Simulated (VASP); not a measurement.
Crystal: AlP.

```
CELL_PARAMETERS angstrom
0.00000 2.73926 2.73926
2.73926 0.00000 2.73926
2.73926 2.73926 0.00000
ATOMIC_POSITIONS crystal
Al 0.00000 0.00000 0.00000
P 0.25000 0.25000 0.25000
```

Base run:

```yaml
Program: VASP 6.6.1
Functional: r2SCAN
Potentials_or_basis: VASP PAW PBE potentials, release 64 (Al, P)
Cutoff: 440 eV
k_mesh: 6 × 6 × 6
Occupations: gaussian, width 0.01 eV
Spin: no spin polarisation
```

Its results: band gap on the k mesh 1.93 eV, indirect (least direct gap 3.91 eV).

Q: The run is repeated on the same cell with these changes: functional from r2SCAN to HSE06; cutoff from 440 eV to 400 eV; further incar settings from ALGO = Normal; EDIFF = 1e-08 to ALGO = Normal; EDIFF = 1e-06; NBANDS = 11. What comes out?

A: Band gap on the k mesh 2.29 eV, indirect (least direct gap 4.13 eV).

A k mesh can miss the band edges.
